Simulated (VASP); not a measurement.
Runs of VASP 6.6.1 on LiCl. The structure is that of space group Fm-3m (No. 225), or close to it. The cells are those of the table. 

```tsv
cell	gap on the mesh (eV)	pressure (GPa)
a = 3.716 Å, angles 60.0°, 2 atoms	(b)	-4.9
a = 3.502 Å, angles 60.0°, 2 atoms	6.52	0.2
a = 3.534 Å, angles 60.0°, 2 atoms	6.47	-0.9
a = 3.687 Å, angles 60.0°, 2 atoms	5.73	-4.4
a = 3.566 Å, angles 60.0°, 2 atoms	6.30	-1.8
a = 3.744 Å, angles 60.0°, 2 atoms	5.49	(c)
a = 3.657 Å, angles 60.0°, 2 atoms	5.86	-3.9
a = 3.597 Å, angles 60.0°, 2 atoms	(a)	(d)
```

Alike in all rows: task single point; level LDA; potentials or basis VASP PAW LDA potentials, release 64 (Li_sv, Cl); no spin polarisation; k mesh 6 × 6 × 6; cutoff (eV) 750; smearing gaussian 0.01 eV.

Estimate the missing entries.

(a) 6.15; (b) 5.60; (c) -5.2; (d) -2.6.

A k mesh can miss the band edges.
